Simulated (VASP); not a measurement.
# WS2 (P1) in VASP: single point with LDA

Aim: the single point of WS2 with LDA.

All numbers are computed with VASP 6.6.1; they aren't measurements. Logs are shortened: lines on timing, memory, paths and dates and some standing lists are left out, and cuts for length are marked.

### Step 1. The cell of the first run

The typed cell holds 6 atoms: a = 3.180 Å, b = 3.180 Å, c = 12.500 Å, α = 90.00°, β = 90.00°, γ = 120.00°.

### Step 2. Single point, LDA

The input, INCAR:

```
ALGO = Normal ; EDIFF = 1E-6
ENCUT = 520 ; ISIF = 2
ISMEAR = 0 ; ISYM = 0
LASPH = True ; LCHARG = False
LREAL = False ; LWAVE = False
NBANDS = 35 ; NELM = 80
PREC = Accurate ; SIGMA = 0.05
```

The input, KPOINTS:

```
Automatic mesh
0
Gamma
  12 12 4
  0.5 0.5 0.5
```

The input, POSCAR:

```
WS2
1.0
    3.1799996605      0.0000000000      0.0000000000
   -1.5899998303      2.7539604900      0.0000000000
    0.0000000000      0.0000000000     12.5000000000
W S
2 4
Direct
    0.3333333333      0.6666666667      0.2500000000
    0.6666666667      0.3333333333      0.7500000000
    0.1682389761      0.5015723094      0.6200000000
    0.6666666667      0.3333333333      0.1200000000
    0.3333333333      0.6666666667      0.8800000000
    0.6666666667      0.3333333333      0.3800000000
```

Potentials or basis: VASP PAW LDA potentials, release 64 (W_sv, S).

Started as:

```console
cat potpaw_LDA.64/W_sv/POTCAR potpaw_LDA.64/S/POTCAR > POTCAR
mpirun -np 1 vasp_std > vasp.out
```

OUTCAR:

```text
EDIFF = 1E-6
   ENCUT = 520
   ISIF = 2
   ISMEAR = 0
   ISYM = 0
   LASPH = True
   LREAL = False
   NELM = 80
   PREC = Accurate

 ion  position               nearest neighbor table
   1  0.333  0.667  0.250-   4 2.45   6 2.45   4 2.45   6 2.45   4 2.45   6 2.45
   2  0.667  0.333  0.750-   3 2.15   5 2.45   5 2.45   5 2.45   3 2.51   3 2.82
   3  0.168  0.502  0.620-   2 2.15   2 2.51   2 2.82
   4  0.667  0.333  0.120-   1 2.45   1 2.45   1 2.45
   5  0.333  0.667  0.880-   2 2.45   2 2.45   2 2.45
   6  0.667  0.333  0.380-   1 2.45   1 2.45   1 2.45

IMPORTANT INFORMATION: All symmetrisations will be switched off!
NOSYMM: (Re-)initialisation of all symmetry stuff for point group C_1.

----------------------------------------------------------------------------------------

                                     Primitive cell

  volume of cell :     109.4699

  direct lattice vectors                    reciprocal lattice vectors
     3.179999661  0.000000000  0.000000000     0.314465442  0.181556708  0.000000000
    -1.589999830  2.753960490  0.000000000     0.000000000  0.363113416  0.000000000
     0.000000000  0.000000000 12.500000000     0.000000000  0.000000000  0.080000000

  length of vectors
     3.179999661  3.179999661 12.500000000     0.363113416  0.363113416  0.080000000

  position of ions in fractional coordinates (direct lattice)
     0.333333333  0.666666667  0.250000000
     0.666666667  0.333333333  0.750000000
     0.168238976  0.501572309  0.620000000
     0.666666667  0.333333333  0.120000000
     0.333333333  0.666666667  0.880000000
     0.666666667  0.333333333  0.380000000

  ion indices of the primitive-cell ions
   primitive index   ion index
                 1           1
                 2           2
                 3           3
                 4           4
                 5           5
                 6           6

----------------------------------------------------------------------------------------

 KPOINTS: Automatic mesh

Automatic generation of k-mesh.
 Grid dimensions read from file:
 generate k-points for:   12   12    4

 Generating k-lattice:

  Cartesian coordinates                     Fractional coordinates (reciprocal lattice)
     0.026205454  0.015129726  0.000000000     0.083333333  0.000000000  0.000000000
     0.000000000  0.030259451  0.000000000     0.000000000  0.083333333  0.000000000
     0.000000000  0.000000000  0.020000000     0.000000000  0.000000000  0.250000000

  Length of vectors
     0.030259451  0.030259451  0.020000000

  Shift w.r.t. Gamma in fractional coordinates (k-lattice)
     0.500000000  0.500000000  0.500000000

 Subroutine IBZKPT returns following result:
 ===========================================

 Found    864 irreducible k-points:

 Following reciprocal coordinates:
            Coordinates               Weight
  0.041667  0.041667  0.125000      2.000000
 -0.041667  0.083333  0.125000      2.000000
 -0.083333  0.041667  0.125000      2.000000
 -0.041667 -0.041667  0.125000      2.000000
  0.041667 -0.083333  0.125000      2.000000
  0.083333 -0.041667  0.125000      2.000000
[... 16 lines left out ...]
  0.041667 -0.250000  0.125000      2.000000
  0.250000 -0.208333  0.125000      2.000000
 [... further k-points ...]
   k-points           NKPTS =    864   k-points in BZ     NKDIM =    864   number of bands    NBANDS=     35
   number of dos      NEDOS =    301   number of ions     NIONS =      6
   total plane-waves  NPLWV =  55296
   dimension x,y,z NGX =    24 NGY =   24 NGZ =   96
   dimension x,y,z NGXF=    48 NGYF=   48 NGZF=  192
   ions per type =               2   4
   NGX,Y,Z   is equivalent  to a cutoff of  12.55, 12.55, 12.77 a.u.
   NGXF,Y,Z  is equivalent  to a cutoff of  25.09, 25.09, 25.54 a.u.
 SYSTEM =  unknown system
   PREC   = accura    normal or accurate (medium, high low for compatibility)
   ISTART =      0    job   : 0-new  1-cont  2-samecut
   ICHARG =      2    charge: 1-file 2-atom 10-const
   ISPIN  =      1    spin polarized calculation?
   LNONCOLLINEAR =      F non collinear calculations
   LSORBIT =      F    spin-orbit coupling
   LASPH  =      T    aspherical Exc in radial PAW
   ENCUT  =  520.0 eV  38.22 Ry    6.18 a.u.   5.91  5.91 23.24*2*pi/ulx,y,z
   NELM   =     80;   NELMIN=  2; NELMDL= -5     # of ELM steps
   EDIFF  = 0.1E-05   stopping-criterion for ELM
   LREAL  =      F    real-space projection
   EDIFFG = 0.1E-04   stopping-criterion for IOM
   NSW    =      0    number of steps for IOM
   IBRION =     -1    ionic relax: 0-MD 1-quasi-New 2-CG
   NFREE  =      0    steps in history (QN), initial steepest desc. (CG)
   ISIF   =      2    stress and relaxation
   ISYM   =      0    0-nonsym 1-usesym 2-fastsym
   POTIM  = 0.5000    time-step for ionic-motion
   TEBEG  =    0.0;   TEEND  =   0.0 temperature during run
   PSTRESS=    0.0 pullay stress
   NELECT =      52.0000    total number of electrons
   NUPDOWN=      -1.0000    fix difference up-down
   EMIN   =  10.00;   EMAX   =-10.00  energy-range for DOS
   EFERMI =   0.00;   METHOD = LEGACY
   ISMEAR =     0;   SIGMA  =   0.05  broadening in eV -4-tet -1-fermi 0-gaus
   EFERMI_NEDOS =   21; number of points for ismear=-14 and -15
   IALGO  =     38    algorithm
   IMIX   =      4    mixing-type and parameters
     AMIX     =   0.40;   BMIX     =  1.00
     AMIX_MAG =   1.60;   BMIX_MAG =  1.00
  volume/ion in A,a.u.               =      18.24       123.12
  Fermi-wavevector in a.u.,A,eV,Ry     =   1.277353  2.413848 22.199692  1.631631
  Thomas-Fermi vector in A             =   2.409958
   LORBIT       =      0    0 simple, 1 ext, 2 COOP (PROOUT), +10 PAW based schemes
   GGA     = CA    functional components
   LHFCALC =     F    Hartree Fock is set to
   AEXX    =    0.0000 exact exchange contribution
   IVDW    =     0    specifies the selected vdW correction
   LEPSILON=     F    determine dielectric tensor
   LRPA    =     F    only Hartree local field effects (RPA)
 non-spin polarized calculation
 Gauss-broadening in eV      SIGMA  =   0.05
  energy-cutoff  :      520.00
  volume of cell :      109.47
 maximum number of plane-waves:      2972
   NGX = 11   NGY = 11   NGZ = 47

 number of electron      52.0000006 magnetization

 Free energy of the ion-electron system (eV)
  ---------------------------------------------------
  ext. energy  EPLUGINS =         0.00000000
  ---------------------------------------------------
  free energy    TOTEN  =       -51.09793586 eV

  energy without entropy =      -51.09793586  energy(sigma->0) =      -51.09793586

 E-fermi :   7.1116     XC(G=0): -11.1399

 val. band max:        6.8033964418   @ k =   0.0417  -0.0417   0.1250
 cond. band min:       7.4402869728   @ k =  -0.0417   0.0417   0.3750
 fundamental gap:      0.6368905309
 Fermi energy:         7.1115947736

 k-point     1 :       0.0417    0.0417    0.1250
  band No.  band energies     occupation
      1     -67.2777      2.00000
      2     -67.1952      2.00000
      3     -31.7811      2.00000
      4     -31.7594      2.00000
      5     -31.6005      2.00000
      6     -31.5874      2.00000
[... 27 lines left out ...]
     34      10.1752      0.00000
     35      12.0533      0.00000

 k-point     2 :      -0.0417    0.0833    0.1250
  band No.  band energies     occupation
      1     -67.2777      2.00000
      2     -67.1952      2.00000
      3     -31.7815      2.00000
      4     -31.7594      2.00000
      5     -31.5999      2.00000
      6     -31.5880      2.00000
[... 27 lines left out ...]
     34      10.2301      0.00000
     35      12.0681      0.00000

 k-point     3 :      -0.0833    0.0417    0.1250
  band No.  band energies     occupation
      1     -67.2777      2.00000
      2     -67.1952      2.00000
      3     -31.7814      2.00000
      4     -31.7594      2.00000
      5     -31.6009      2.00000
      6     -31.5870      2.00000
[... 27 lines left out ...]
     34      10.1126      0.00000
     35      12.0680      0.00000

 k-point     4 :      -0.0417   -0.0417    0.1250
  band No.  band energies     occupation
      1     -67.2777      2.00000
      2     -67.1952      2.00000
      3     -31.7811      2.00000
      4     -31.7594      2.00000
      5     -31.6005      2.00000
      6     -31.5874      2.00000
[... 27 lines left out ...]
     34      10.1716      0.00000
     35      12.0619      0.00000

 k-point     5 :       0.0417   -0.0833    0.1250
  band No.  band energies     occupation
      1     -67.2777      2.00000
      2     -67.1952      2.00000
      3     -31.7815      2.00000
      4     -31.7594      2.00000
      5     -31.5999      2.00000
      6     -31.5880      2.00000
[... 638 lines left out ...]
 k-point    22 :      -0.2083   -0.0417    0.1250
  band No.  band energies     occupation
      1     -67.2710      2.00000
      2     -67.1884      2.00000
      3     -31.7672      2.00000
      4     -31.7361      2.00000
      5     -31.7309      2.00000
      6     -31.6850      2.00000
[... 27 lines left out ...]
     34      10.5876      0.00000
     35      13.4454      0.00000

 k-point    23 :       0.0417   -0.2500    0.1250
  band No.  band energies     occupation
      1     -67.2710      2.00000
      2     -67.1886      2.00000
      3     -31.7654      2.00000
      4     -31.7361      2.00000
      5     -31.7300      2.00000
      6     -31.6369      2.00000
[... 27 lines left out ...]
     34      10.5426      0.00000
     35      13.4297      0.00000

 k-point    24 :       0.2500   -0.2083    0.1250
  band No.  band energies     occupation
      1     -67.2710      2.00000
      2     -67.1884      2.00000
      3     -31.7771      2.00000
      4     -31.7361      2.00000
      5     -31.7306      2.00000
      6     -31.6621      2.00000
[... 27 lines left out ...]
     34      10.5284      0.00000
     35      13.4726      0.00000

 [... further k-points ...]
[... 5 lines left out ...]
  --------------------------------------------------------------------------------------
  -------------------------------------------------------------------------------------
  Total       -3.8098436     -5.9768616     -5.0875534      0.3751547     -4.0345115     -5.3782487
  in kB      -55.7600223    -87.4760153    -74.4602983      5.4906800    -59.0482116    -78.7148494
  external PRESSURE =     -72.5654453 kB  Pullay stress =       0.0000000 kB

 VOLUME and BASIS-vectors are now :
 -----------------------------------------------------------------------------
  energy-cutoff  :      520.00
  volume of cell :      109.47
      direct lattice vectors                 reciprocal lattice vectors
     3.179999661  0.000000000  0.000000000     0.314465442  0.181556708  0.000000000
    -1.589999830  2.753960490  0.000000000     0.000000000  0.363113416  0.000000000
     0.000000000  0.000000000 12.500000000     0.000000000  0.000000000  0.080000000

 POSITION                                       TOTAL-FORCE (eV/Angst)
 -----------------------------------------------------------------------------------
     -0.00000      1.83597      3.12500        -0.018119     -0.017986      0.007238
      1.59000      0.91799      9.37500        -2.877443     -3.011211      2.721589
     -0.26250      1.38131      7.75000         3.164607      2.829306     -1.402051
      1.59000      0.91799      1.50000         0.006945      0.005708      1.435181
     -0.00000      1.83597     11.00000        -0.258355      0.215512     -1.313507
      1.59000      0.91799      4.75000        -0.017636     -0.021329     -1.448450
 -----------------------------------------------------------------------------------
    total drift:                               -0.000126     -0.000110     -0.000030

  FREE ENERGIE OF THE ION-ELECTRON SYSTEM (eV)
  ---------------------------------------------------
  free  energy   TOTEN  =       -51.0979358578 eV

  energy  without entropy=      -51.0979358578  energy(sigma->0) =      -51.09793586
```

Wall time 17 min (1 thread of Intel Xeon 6975P-C (Granite Rapids), shared host); peak memory 2.1 GiB.

What came out:

* Free energy: -51.0979 eV
* Pressure: -7.3 GPa
* Largest force: 4.975 eV/Å
* Band gap on the k mesh: 0.64 eV

Forces in eV/Å, atoms in the order of the input:
```
W   -0.018 -0.018  0.007
W   -2.877 -3.011  2.722
S    3.165  2.829 -1.402
S    0.007  0.006  1.435
S   -0.258  0.216 -1.314
S   -0.018 -0.021 -1.448
```

Caveat: the cell stands under tension; spin-orbit coupling is left out, which moves the levels of the heavy elements; a shifted mesh leaves out Γ, where band edges can lie; forces of over 1 eV/Å act on the atoms, so gaps and moduli don't describe the material at rest.
